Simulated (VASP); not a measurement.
Write the native input for VASP 6.6.1 that does the following.

```yaml
Task: single point
Functional: PBE
Potentials_or_basis: VASP PAW PBE potentials, release 64 (Rb_sv)
Cutoff: 520 eV
k_mesh: 7 × 7 × 7
Occupations: fermi-dirac, width 0.08 eV
Spin: no spin polarisation
Dipole_correction: no
Further_INCAR_settings: ALGO = Normal; EDIFF = 1e-06; NBANDS = 16
```

The structure of Rb lies in POSCAR:

```
Rb
1.0
    0.0000000000      4.5098618113      4.5098618113
    4.5098618113      0.0000000000      4.5098618113
    4.5098618113      4.5098618113      0.0000000000
Rb
2
Direct
   -0.1250000000     -0.1250000000     -0.1250000000
    0.1250000000      0.1250000000      0.1250000000
```

This isn't the form of Rb at room conditions, which is bcc.

One way to write it, as run:

INCAR

```
PREC = Accurate
ENCUT = 520
EDIFF = 1E-6
ISMEAR = -1
SIGMA = 0.08
LREAL = False
LASPH = True
NELM = 60
ALGO = Normal
ISIF = 2
LWAVE = False
LCHARG = False
GGA = PE
NBANDS = 16
```

KPOINTS

```
regular mesh
0
Gamma
  7 7 7
```

Potentials or basis: VASP PAW PBE potentials, release 64 (Rb_sv).

Run with:

```bash
$ cat potpaw_PBE.64/Rb_sv/POTCAR > POTCAR
$ mpirun -np 1 vasp_std > vasp.out
```

Results of the run:

```
Pressure               : 0.8 GPa
Band gap on the k mesh : zero (bands 9 and 10 overlap by 0.18 eV)
```

Run time: 30 s on 1 thread of Intel(R) Xeon(R) 6975P-C (Granite Rapids) (shared host), peak memory 0.31 GiB.
